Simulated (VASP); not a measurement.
# LuGa2Os2 (I4/mmm) in VASP: single point with PBEsol

Aim: the single point of LuGa2Os2 with PBEsol.

Program: VASP 6.6.1. These are calculated values, not measurements. Logs are shortened: lines on timing, memory, paths and dates and some standing lists are left out, and cuts for length are marked.

**1. The cell of the first run**

Symmetry: I4/mmm, No. 139, tetragonal system. Conventional cell: a = 4.236 Å, b = 4.236 Å, c = 9.843 Å, α = 90.00°, β = 90.00°, γ = 90.00°. Within 3.3 Å of Os (site symmetry -4m2) lie 4 Ga at 2.45 Å and 4 Os at 2.99 Å and 4 Lu at 3.25 Å. Lu (site symmetry 4/mmm) has 10 Ga at 3.24 to 3.69 Å and 8 Os at 3.25 Å and 4 Lu at 4.24 Å within 4.3 Å. Within 3.3 Å of Ga (site symmetry 4mm) lie 4 Os at 2.45 Å and 1 Ga at 2.46 Å and 4 Lu at 3.24 Å.

**2. Single point, PBEsol**

The input, POSCAR:

```
LuGa2Os2
1.0
    0.0000000000      4.2355470000      0.0000000000
    4.2355470000      0.0000000000      0.0000000000
    2.1177740000      2.1177740000     -4.9213030000
Os Lu Ga
2 1 2
Direct
    0.7500000000      0.2500000000      0.5000000000
    0.2500000000      0.7500000000      0.5000000000
    0.0000000000      0.0000000000      0.0000000000
    0.3750000000      0.3750000000      0.2500000000
    0.6250000000      0.6250000000      0.7500000000
```

The input, INCAR.step1:

```
PREC = Accurate ; ENCUT = 520
EDIFF = 1E-6 ; ISMEAR = -1
SIGMA = 0.0497 ; LREAL = False
LASPH = True ; NELM = 100
ALGO = Normal ; ISIF = 2
LWAVE = False ; LCHARG = True
LMAXMIX = 4 ; GGA = PS
NBANDS = 42
```

The input, KPOINTS.step1:

```
regular mesh
0
Gamma
  9 9 9
```

The input, INCAR.step2:

```
PREC = Accurate ; ENCUT = 520
EDIFF = 1E-6 ; ISMEAR = -5
SIGMA = 0.0497 ; LREAL = False
LASPH = True ; NELM = 100
ALGO = Normal ; ISIF = 2
LWAVE = False ; LCHARG = False
LMAXMIX = 4 ; GGA = PS
LORBIT = 11 ; NBANDS = 42
NEDOS = 1001 ; ICHARG = 11
```

The input, KPOINTS.step2:

```
regular mesh
0
Gamma
  14 14 14
```

Potentials or basis: VASP PAW PBE potentials, release 64 (Os, Lu, Ga_d).

Command:

```console
$ cat potpaw_PBE.64/Os/POTCAR potpaw_PBE.64/Lu/POTCAR potpaw_PBE.64/Ga_d/POTCAR > POTCAR
$ cp INCAR.step1 INCAR
$ cp KPOINTS.step1 KPOINTS
$ mpirun -np 1 vasp_std > vasp.out
$ cp INCAR.step2 INCAR
$ cp KPOINTS.step2 KPOINTS
$ mpirun -np 1 vasp_std > vasp.out
```

OUTCAR:

```text
PREC = Accurate
   ENCUT = 520
   EDIFF = 1E-6
   ISMEAR = -5
   LREAL = False
   LASPH = True
   NELM = 100
   ISIF = 2
   GGA = PS
   LORBIT = 11
   ICHARG = 11

 ion  position               nearest neighbor table
   1  0.750  0.250  0.500-   4 2.45   5 2.45   5 2.45   4 2.45   2 2.99   2 2.99   2 2.99   2 2.99
                             3 3.25   3 3.25   3 3.25   3 3.25
   2  0.250  0.750  0.500-   4 2.45   5 2.45   5 2.45   4 2.45   1 2.99   1 2.99   1 2.99   1 2.99
                             3 3.25   3 3.25   3 3.25   3 3.25
   3  0.000  0.000  0.000-   5 3.24   4 3.24   5 3.24   4 3.24   4 3.24   5 3.24   5 3.24   4 3.24
                             1 3.25   2 3.25   2 3.25   1 3.25   2 3.25   1 3.25   2 3.25   1 3.25
   4  0.375  0.375  0.250-   2 2.45   1 2.45   1 2.45   2 2.45   5 2.46   3 3.24   3 3.24   3 3.24
                             3 3.24
   5  0.625  0.625  0.750-   2 2.45   1 2.45   1 2.45   2 2.45   4 2.46   3 3.24   3 3.24   3 3.24
                             3 3.24

  LATTYP: Found a body centered tetragonal cell.
 ALAT       =     4.2355470000
 C/A-ratio  =     2.3238098881

  Lattice vectors:

 A1 = (  -2.1177740000,   2.1177730000,   4.9213030000)
 A2 = (   2.1177730000,  -2.1177740000,   4.9213030000)
 A3 = (   2.1177740000,   2.1177740000,  -4.9213030000)

Analysis of symmetry for initial positions (statically):
=====================================================================
 Subroutine PRICEL returns:
 Original cell was already a primitive cell.

 Routine SETGRP: Setting up the symmetry group for a
 body centered tetragonal supercell.

 Subroutine GETGRP returns: Found 16 space group operations
 (whereof 16 operations were pure point group operations)
 out of a pool of 16 trial point group operations.

The static configuration has the point symmetry D_4h.

Analysis of symmetry for dynamics (positions and initial velocities):
=====================================================================
 Subroutine PRICEL returns:
 Original cell was already a primitive cell.

 Routine SETGRP: Setting up the symmetry group for a
 body centered tetragonal supercell.

 Subroutine GETGRP returns: Found 16 space group operations
 (whereof 16 operations were pure point group operations)
 out of a pool of 16 trial point group operations.

The dynamic configuration has the point symmetry D_4h.

 Subroutine INISYM returns: Found 16 space group operations
 (whereof 16 operations are pure point group operations),
 and found     1 'primitive' translations

----------------------------------------------------------------------------------------

                                     Primitive cell

  volume of cell :      88.2875

  direct lattice vectors                    reciprocal lattice vectors
     0.000000000  4.235547000  0.000000000     0.000000000  0.236097014  0.101599133
     4.235547000  0.000000000  0.000000000     0.236097014  0.000000000  0.101599133
     2.117774000  2.117774000 -4.921303000     0.000000000  0.000000000 -0.203198218

  length of vectors
     4.235547000  4.235547000  5.761003094     0.257029539  0.257029539  0.203198218

  position of ions in fractional coordinates (direct lattice)
     0.750000000  0.250000000  0.500000000
     0.250000000  0.750000000  0.500000000
     0.000000000  0.000000000  0.000000000
     0.375000000  0.375000000  0.250000000
     0.625000000  0.625000000  0.750000000

  ion indices of the primitive-cell ions
   primitive index   ion index
                 1           1
                 2           2
                 3           3
                 4           4
                 5           5

----------------------------------------------------------------------------------------

 KPOINTS: regular mesh

Automatic generation of k-mesh.
 Grid dimensions read from file:
 generate k-points for:   14   14   14

 Generating k-lattice:

  Cartesian coordinates                     Fractional coordinates (reciprocal lattice)
     0.000000000  0.016864072  0.007257081     0.071428571  0.000000000  0.000000000
     0.016864072  0.000000000  0.007257081     0.000000000  0.071428571  0.000000000
     0.000000000  0.000000000 -0.014514158     0.000000000  0.000000000  0.071428571

  Length of vectors
     0.018359253  0.018359253  0.014514158

  Shift w.r.t. Gamma in fractional coordinates (k-lattice)
     0.000000000  0.000000000  0.000000000

 TETIRR: Found   7833 inequivalent tetrahedra from    16464

 Subroutine IBZKPT returns following result:
 ===========================================

 Found    244 irreducible k-points:

 Following reciprocal coordinates:
            Coordinates               Weight
  0.000000  0.000000  0.000000      1.000000
  0.071429  0.000000  0.000000      8.000000
  0.142857  0.000000  0.000000      8.000000
  0.214286  0.000000  0.000000      8.000000
  0.285714  0.000000  0.000000      8.000000
  0.357143  0.000000  0.000000      8.000000
[... 16 lines left out ...]
  0.214286  0.142857  0.000000     16.000000
  0.285714  0.142857  0.000000     16.000000
 [... further k-points ...]
   k-points           NKPTS =    244   k-points in BZ     NKDIM =    244   number of bands    NBANDS=     42
   number of dos      NEDOS =   1001   number of ions     NIONS =      5
   total plane-waves  NPLWV =  49152
   dimension x,y,z NGX =    32 NGY =   32 NGZ =   48
   dimension x,y,z NGXF=    64 NGYF=   64 NGZF=   96
   ions per type =               2   1   2
   NGX,Y,Z   is equivalent  to a cutoff of  12.56, 12.56, 13.85 a.u.
   NGXF,Y,Z  is equivalent  to a cutoff of  25.12, 25.12, 27.70 a.u.
 SYSTEM =  unknown system
   PREC   = accura    normal or accurate (medium, high low for compatibility)
   ISTART =      0    job   : 0-new  1-cont  2-samecut
   ICHARG =     11    charge: 1-file 2-atom 10-const
   ISPIN  =      1    spin polarized calculation?
   LNONCOLLINEAR =      F non collinear calculations
   LSORBIT =      F    spin-orbit coupling
   LASPH  =      T    aspherical Exc in radial PAW
   ENCUT  =  520.0 eV  38.22 Ry    6.18 a.u.   7.88  7.88 10.71*2*pi/ulx,y,z
   NELM   =    100;   NELMIN=  2; NELMDL=  0     # of ELM steps
   EDIFF  = 0.1E-05   stopping-criterion for ELM
   LREAL  =      F    real-space projection
[... 7 lines left out ...]
   TEBEG  =    0.0;   TEEND  =   0.0 temperature during run
   PSTRESS=    0.0 pullay stress
   NELECT =      67.0000    total number of electrons
   NUPDOWN=      -1.0000    fix difference up-down
   EMIN   =  10.00;   EMAX   =-10.00  energy-range for DOS
   EFERMI =   0.00;   METHOD = LEGACY
   ISMEAR =    -5;   SIGMA  =   0.05  broadening in eV -4-tet -1-fermi 0-gaus
   EFERMI_NEDOS =   21; number of points for ismear=-14 and -15
   IALGO  =     38    algorithm
   IMIX   =      4    mixing-type and parameters
     AMIX     =   0.40;   BMIX     =  1.00
     AMIX_MAG =   1.60;   BMIX_MAG =  1.00
  volume/ion in A,a.u.               =      17.66       119.16
  Fermi-wavevector in a.u.,A,eV,Ry     =   1.493253  2.821839 30.338332  2.229804
  Thomas-Fermi vector in A             =   2.605677
   LORBIT       =     11    0 simple, 1 ext, 2 COOP (PROOUT), +10 PAW based schemes
   GGA     = PS    functional components
   LHFCALC =     F    Hartree Fock is set to
   AEXX    =    0.0000 exact exchange contribution
   IVDW    =     0    specifies the selected vdW correction
   LEPSILON=     F    determine dielectric tensor
   LRPA    =     F    only Hartree local field effects (RPA)
 non-spin polarized calculation
 Fermi weights with tetrahedron method with Bloechl corrections
  energy-cutoff  :      520.00
  volume of cell :       88.29
 maximum number of plane-waves:      2398

 number of electron      67.0000002 magnetization

 Free energy of the ion-electron system (eV)
  ---------------------------------------------------
  ext. energy  EPLUGINS =         0.00000000
  ---------------------------------------------------
  free energy    TOTEN  =       -36.53216302 eV

  energy without entropy =      -36.53216302  energy(sigma->0) =      -36.53216302

 E-fermi :   5.3674     XC(G=0): -12.3264

 val. band max:        5.4213295721   @ k =  -0.3571   0.3571   0.0000
 cond. band min:       5.3301869665   @ k =   0.2143   0.2143   0.0714
 fundamental gap:     -0.0911426056
 Fermi energy:         5.3673635791

 k-point     1 :       0.0000    0.0000    0.0000
  band No.  band energies     occupation
      1     -50.7739      2.00000
      2     -21.4557      2.00000
      3     -21.4557      2.00000
      4     -21.2945      2.00000
      5      -8.8531      2.00000
      6      -8.7222      2.00000
[... 34 lines left out ...]
     41      10.1536      0.00000
     42      10.3841      0.00000

 k-point     2 :       0.0714    0.0000    0.0000
  band No.  band energies     occupation
      1     -50.7739      2.00000
      2     -21.4573      2.00000
      3     -21.4555      2.00000
      4     -21.2945      2.00000
      5      -8.8532      2.00000
      6      -8.7245      2.00000
[... 34 lines left out ...]
     41      10.4248      0.00000
     42      10.9444      0.00000

 k-point     3 :       0.1429    0.0000    0.0000
  band No.  band energies     occupation
      1     -50.7738      2.00000
      2     -21.4620      2.00000
      3     -21.4550      2.00000
      4     -21.2944      2.00000
      5      -8.8536      2.00000
      6      -8.7308      2.00000
[... 897 lines left out ...]
      4     -21.2945      2.00000
      5      -8.8545      2.00000
      6      -8.7429      2.00000
[... 34 lines left out ...]
     41      10.7141      0.00000
     42      11.1696      0.00000

 k-point    24 :       0.2857    0.1429    0.0000
  band No.  band energies     occupation
      1     -50.7735      2.00000
      2     -21.4752      2.00000
      3     -21.4597      2.00000
      4     -21.2943      2.00000
      5      -8.8546      2.00000
      6      -8.7517      2.00000
[... 34 lines left out ...]
     41      10.7069      0.00000
     42      11.3739      0.00000

 [... further k-points ...]

------------------------ aborting loop because EDIFF is reached ----------------------------------------

  FORCE on cell =-STRESS in cart. coord.  units (eV):
  Direction    XX          YY          ZZ          XY          YZ          ZX
  --------------------------------------------------------------------------------------
  -------------------------------------------------------------------------------------
  Total       -2.3793122     -2.3793122     -0.1426468     -0.0000000      0.0000000      0.0000000
  in kB      -43.1780373    -43.1780373     -2.5886511     -0.0000000      0.0000003      0.0000003
  external PRESSURE =     -29.6482419 kB  Pullay stress =       0.0000000 kB

 VOLUME and BASIS-vectors are now :
 -----------------------------------------------------------------------------
  energy-cutoff  :      520.00
  volume of cell :       88.29
      direct lattice vectors                 reciprocal lattice vectors
     0.000000000  4.235547000  0.000000000     0.000000000  0.236097014  0.101599133
     4.235547000  0.000000000  0.000000000     0.236097014  0.000000000  0.101599133
     2.117774000  2.117774000 -4.921303000     0.000000000  0.000000000 -0.203198218

 POSITION                                       TOTAL-FORCE (eV/Angst)
 -----------------------------------------------------------------------------------
      2.11777      4.23555     -2.46065        -0.000000     -0.000000      0.000000
      4.23555      2.11777     -2.46065         0.000000      0.000000      0.000000
      0.00000      0.00000      0.00000         0.000000      0.000000      0.000000
      2.11777      2.11777     -1.23033        -0.000000     -0.000000      0.448140
      4.23555      4.23555     -3.69098         0.000000      0.000000     -0.448140
 -----------------------------------------------------------------------------------
    total drift:                               -0.000000     -0.000000     -0.000000

  FREE ENERGIE OF THE ION-ELECTRON SYSTEM (eV)
  ---------------------------------------------------
  free  energy   TOTEN  =       -36.5321630156 eV

  energy  without entropy=      -36.5321630156  energy(sigma->0) =      -36.53216302

 total charge

# of ion       s       p       d       f       tot
--------------------------------------------------
    1        0.591   0.539   6.130   0.000   7.260
    2        0.591   0.539   6.130   0.000   7.260
    3        2.230   6.062   0.705  13.988  22.984
    4        0.913   1.022  10.046   0.000  11.981
    5        0.913   1.022  10.046   0.000  11.981
--------------------------------------------------
tot          5.240   9.184  33.056  13.988  61.467
```

Run time: 23 min. Hardware: 1 thread of Intel Xeon 8259CL, shared host; peak memory 0.91 GiB.

Results:

```
Valence electrons inside the program's atomic spheres : Os 7.26; Lu 22.98; Ga 11.98
```

Levels at points of the mesh, in eV from the Fermi level:
| k point | band 30 | band 31 | band 32 | band 33 | band 34 | band 35 | band 36 | band 37 | band 38 | band 39 |
| --- | --- | --- | --- | --- | --- | --- | --- | --- | --- | --- |
| (0.00, 0.00, 0.00) | -0.63 | -0.49 | 0.07 | 0.12 | 0.12 | 0.38 | 0.86 | 2.31 | 3.49 | 4.28 |
| (0.50, 0.00, 0.00) | -1.81 | -1.46 | -1.14 | -1.04 | -0.03 | 0.32 | 1.76 | 3.59 | 3.88 | 4.15 |
| (0.50, 0.50, 0.00) | -1.65 | -1.33 | -0.97 | -0.27 | 0.01 | 0.12 | 0.26 | 2.60 | 2.75 | 3.62 |
| (0.00, 0.00, 0.50) | -1.17 | -1.17 | 0.81 | 0.81 | 0.82 | 1.99 | 2.31 | 3.16 | 3.18 | 4.10 |

Caveat: the PAW data sets were made with another functional, which shifts forces and pressure a little; spin-orbit coupling is left out, which moves the levels of the heavy elements.
